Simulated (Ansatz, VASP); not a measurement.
# Two plane-wave programs on CdF2

INCAR

```
SYSTEM = CdF2
PREC = Accurate
ENCUT = 520
EDIFF = 1E-6
ISMEAR = 0
SIGMA = 0.05
LREAL = .FALSE.
LASPH = .TRUE.
NELM = 80
ALGO = Normal
ISIF = 2
LWAVE = .FALSE.
LCHARG = .FALSE.
GGA = PE
NBANDS = 20
```

Contents of KPOINTS:

```
Automatic mesh
0
G
  8 8 8
  0 0 0
```

File POSCAR:

```
CdF2
1.0
    0.0000000000      2.7634714714      2.5506841681
    2.7634714714      0.0000000000      2.5506841681
    2.7634714714      2.7634714714      0.0000000000
Cd F
1 2
Direct
    0.0000000000      0.0000000000      0.0000000000
    0.2500000000      0.2500000000      0.2500000000
    0.7500000000      0.7500000000      0.7500000000
```

Input for Ansatz:

```yaml
crystal:
  lattice:
    - [0.0, 2.7634714714, 2.5506841681]
    - [2.7634714714, 0.0, 2.5506841681]
    - [2.7634714714, 2.7634714714, 0.0]
  atoms:
    - { symbol: Cd, position: [0.0, 0.0, 0.0] }
    - { symbol: F, position: [0.25, 0.25, 0.25] }
    - { symbol: F, position: [0.75, 0.75, 0.75] }
basis:
  ecutwfc: 520.0
kpoints:
  mp_grid: { grid: [8, 8, 8] }
hamiltonian:
  xc: pbe
  pseudopotentials: { kind: paw }
scf:
  occupations: { method: gaussian, width: 0.05 }
output:
  forces: true
  stress: true
  eigenvalues: true
```

Alike in both runs: task single point; functional PBE; k mesh 8 × 8 × 8; occupations gaussian, width 0.05 eV; no spin polarisation.

|  | VASP | Ansatz |
| --- | --- | --- |
| version | VASP 6.6.1 | Ansatz 0.2.0 |
| potentials or method | VASP PAW PBE potentials, release 64 (Cd, F), cutoff 520 eV | scalar-relativistic, plane waves, PAW |
| valence electrons in the cell | 26 | 34 |

VASP gave:

```
gap on the k mesh at the Fermi level (eV)                     : 2.87
least direct gap on the mesh (eV)                             : 3.44
pressure (GPa)                                                : 6.6
traceless stress, the component that is largest in VASP (GPa) : 6.00
```

Task: What did Ansatz give for the same quantities?

Result: gap on the k mesh at the Fermi level (eV): 2.90; least direct gap on the mesh (eV): 3.48; pressure (GPa): 5.8; traceless stress, the component that is largest in VASP (GPa): 6.09.

VASP's potentials hold 26 valence electrons a cell and Ansatz's 34, so a difference there can come from the potentials and not from the codes.
